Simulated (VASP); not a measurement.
Runs of VASP 6.6.1 on Hf. The structure is that of space group P6_3/mmc (No. 194), or close to it. The cells are those of the table. 

```tsv
task	cell	cutoff (eV)	gap on the mesh (eV)	pressure (GPa)
single point	a = 2.471, b = 2.471, c = 4.332 Å, angles 90.0, 90.0, 120.0°, 2 atoms	520	none	198.2
relaxation of shape and atoms at fixed volume	relaxed from a = 2.555, b = 2.555, c = 4.052 Å, angles 90.0, 90.0, 120.0°, 2 atoms	600	none	198.2
single point	a = 3.119, b = 3.119, c = 4.946 Å, angles 90.0, 90.0, 120.0°, 2 atoms	520	none	0.1
relaxation of shape and atoms at fixed volume	relaxed from a = 2.390, b = 2.390, c = 3.790 Å, angles 90.0, 90.0, 120.0°, 2 atoms	600	none	396.1
single point	a = 2.315, b = 2.315, c = 4.041 Å, angles 90.0, 90.0, 120.0°, 2 atoms	520	none	(a)
```

Alike in all rows: level LDA; potentials or basis VASP PAW LDA potentials, release 64 (Hf_pv); no spin polarisation; k mesh 15 × 15 × 8; smearing fermi-dirac 0.08 eV.

Task: Fill in the values left out.

Result: (a) 396.2.

Caveats: spin-orbit coupling is left out, which moves the levels of the heavy elements; the cell stands under pressure (at least some runs).

A k mesh can miss the band edges, and the runs leave out spin-orbit coupling on Hf.

A gap of «none» marks levels without a gap at the run's occupations.
